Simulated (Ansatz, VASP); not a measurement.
**Two plane-wave programs on MoS2**

Contents of POSCAR:

```
MoS2
1.0
    3.1517612106      0.0000000000      0.0000000000
   -1.5758806053      2.7295052751      0.0000000000
    0.0000000000      0.0000000000     44.3528702415
S Mo
4 2
Direct
    0.3333333333      0.6666666667      0.3963814804
    0.3333333333      0.6666666667      0.4670317694
    0.6666666667      0.3333333333      0.5329682306
    0.6666666667      0.3333333333      0.6036185196
    0.6666666667      0.3333333333      0.4317243306
    0.3333333333      0.6666666667      0.5682756694
```

File INCAR.step1:

```
SYSTEM = MoS2
ALGO = Normal
DIPOL = 0.5 0.5 0.500
EDIFF = 1E-4
ENCUT = 520
GGA = PE
IDIPOL = 3
ISMEAR = 0
LASPH = .True.
LCHARG = .False.
LDIPOL = .True.
LREAL = .False.
LWAVE = .True.
NBANDS = 35
NELM = 100
PREC = Accurate
SIGMA = 0.02
```

Contents of INCAR.step2:

```
SYSTEM = MoS2
ALGO = Normal
DIPOL = 0.5 0.5 0.500
EDIFF = 1E-7
ENCUT = 520
IDIPOL = 3
ISIF = 2
ISMEAR = 0
ISTART = 1
LASPH = .True.
LCHARG = .False.
LDIPOL = .True.
LMIXTAU = .True.
LREAL = .False.
LWAVE = .False.
METAGGA = R2SCAN
NBANDS = 35
NELM = 100
PREC = Accurate
SIGMA = 0.02
```

KPOINTS

```
k-points
0
Gamma
  12 12 1
  0 0 0
```

Input for Ansatz:

```yaml
crystal:
  lattice:
    - [3.1517612106, 0.0, 0.0]
    - [-1.5758806053, 2.7295052751, 0.0]
    - [0.0, 0.0, 44.3528702415]
  atoms:
    - { symbol: S, position: [0.3333333333, 0.6666666667, 0.3963814804] }
    - { symbol: Mo, position: [0.6666666667, 0.3333333333, 0.4317243306] }
    - { symbol: S, position: [0.3333333333, 0.6666666667, 0.4670317694] }
    - { symbol: S, position: [0.6666666667, 0.3333333333, 0.5329682306] }
    - { symbol: Mo, position: [0.3333333333, 0.6666666667, 0.5682756694] }
    - { symbol: S, position: [0.6666666667, 0.3333333333, 0.6036185196] }
  periodic: [true, true, false]
basis:
  ecutwfc: 500
kpoints:
  mp_grid: { grid: [12, 12, 1] }
  band_path:
    path:
      - [0.0, 0.0, 0.0]
      - [0.05, 0.0, 0.0]
      - [0.1, 0.0, 0.0]
      - [0.15, 0.0, 0.0]
      - [0.2, 0.0, 0.0]
      - [0.25, 0.0, 0.0]
      - [0.3, 0.0, 0.0]
      - [0.35, 0.0, 0.0]
      - [0.4, 0.0, 0.0]
      - [0.45, 0.0, 0.0]
      - [0.5, 0.0, 0.0]
      - [0.4833333333, 0.0333333333, 0.0]
      - [0.4666666667, 0.0666666667, 0.0]
      - [0.45, 0.1, 0.0]
      - [0.4333333333, 0.1333333333, 0.0]
      - [0.4166666667, 0.1666666667, 0.0]
      - [0.4, 0.2, 0.0]
      - [0.3833333333, 0.2333333333, 0.0]
      - [0.3666666667, 0.2666666667, 0.0]
      - [0.35, 0.3, 0.0]
      - [0.3333333333, 0.3333333333, 0.0]
      - [0.3, 0.3, 0.0]
      - [0.2666666667, 0.2666666667, 0.0]
      - [0.2333333333, 0.2333333333, 0.0]
      - [0.2, 0.2, 0.0]
      - [0.1666666667, 0.1666666667, 0.0]
      - [0.1333333333, 0.1333333333, 0.0]
      - [0.1, 0.1, 0.0]
      - [0.0666666667, 0.0666666667, 0.0]
      - [0.0333333333, 0.0333333333, 0.0]
      - [0.174479, 0.177083, 0.0]
    npoints: 1
hamiltonian:
  xc: r2scan
scf:
  occupations: { method: gaussian, width: 0.02 }
  n_extra_bands: 6
output:
  forces: true
  stress: true
  eigenvalues: true
  write_density: true
  write_potential: true
  elf: true
  volumetric_format: npy
```

Alike in both runs: task single point; functional r2SCAN; k mesh 12 × 12 × 1; occupations gaussian, width 0.02 eV; no spin polarisation.

|  | VASP | Ansatz |
| --- | --- | --- |
| version | VASP 6.6.1 | Ansatz 0.2.0 |
| potentials or method | VASP PAW PBE potentials, release 64 (S, Mo_sv), cutoff 520 eV | scalar-relativistic, plane waves, PAW |
| valence electrons in the cell | 52 | 52 |

```csv
,VASP,Ansatz,Ansatz less VASP
gap on the k mesh at the Fermi level (eV),1.34,1.33,-0.011
least direct gap on the mesh (eV),1.86,1.85,-0.008
rms of the force components (eV/Å),0.079,0.081,+0.0019
```

VASP's potentials were made for PBE, not for r2SCAN. The functional is the same, so the differences come from potentials, cutoffs and numerics. Ansatz's warnings: xc potential rough in thin density.
